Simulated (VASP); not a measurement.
SiC, 20 atoms in the cell. The cell holds a slab with vacuum, 20 atoms: a = 6.161 Å, b = 4.356 Å, c = 21.161 Å, α = 90.00°, β = 90.00°, γ = 90.00°. 

| Property | Result |
| --- | --- |
| Program | VASP 6.6.1 |
| Task | single point |
| Functional | r2SCAN |
| Potentials or basis | VASP PAW PBE potentials, release 64 (Si, C) |
| Cutoff | 520 eV |
| k mesh | 5 × 6 × 1 |
| Occupations | gaussian, width 0.05 eV |
| Spin | no spin polarisation |
| Dipole correction | yes |
| Further INCAR settings | LREAL = Auto; ALGO = Normal; EDIFF = 1e-06; NBANDS = 56 |

Potentials or basis: VASP PAW PBE potentials, release 64 (Si, C).

Command:

```bash
$ cat potpaw_PBE.64/Si/POTCAR potpaw_PBE.64/C/POTCAR > POTCAR
$ cp INCAR.step1 INCAR
$ mpirun -np 1 vasp_std > vasp.out
$ cp INCAR.step2 INCAR
$ mpirun -np 1 vasp_std > vasp.out
```

Hardware: 1 thread of Intel Xeon 8259CL (shared host).

Task: How long does it take, and how much memory?

Result: Wall time 100 min on 1 thread of Intel Xeon 8259CL, on a shared host, peak memory 0.78 GiB. Counts: k points 16.
